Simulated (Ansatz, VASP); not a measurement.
# One calculation of CdSe, two programs

```
CELL_PARAMETERS angstrom
0.00000 3.07027 3.07027
3.07027 0.00000 3.07027
3.07027 3.07027 0.00000
ATOMIC_POSITIONS crystal
Cd 0.00000 0.00000 0.00000
Se 0.25000 0.25000 0.25000
```

Alike in both runs: task single point; functional PBE; k mesh 8 × 8 × 8; occupations gaussian, width 0.028 eV; no spin polarisation.

|  | VASP | Ansatz |
| --- | --- | --- |
| version | VASP 6.6.1 | Ansatz 0.2.0 |
| potentials or method | VASP PAW PBE potentials, release 64 (Cd, Se), cutoff 520 eV | all-electron LAPW, scalar-relativistic |

|  | VASP | Ansatz | Ansatz less VASP |
| --- | --- | --- | --- |
| gap on the k mesh at the Fermi level (eV) | 0.55 | 0.55 | +0.001 |
| least direct gap on the mesh (eV) | 0.55 | 0.55 | +0.001 |
| pressure (GPa) | 1.6 | 1.3 | -0.27 |

Ansatz ran all-electron here, and VASP with PAW potentials.
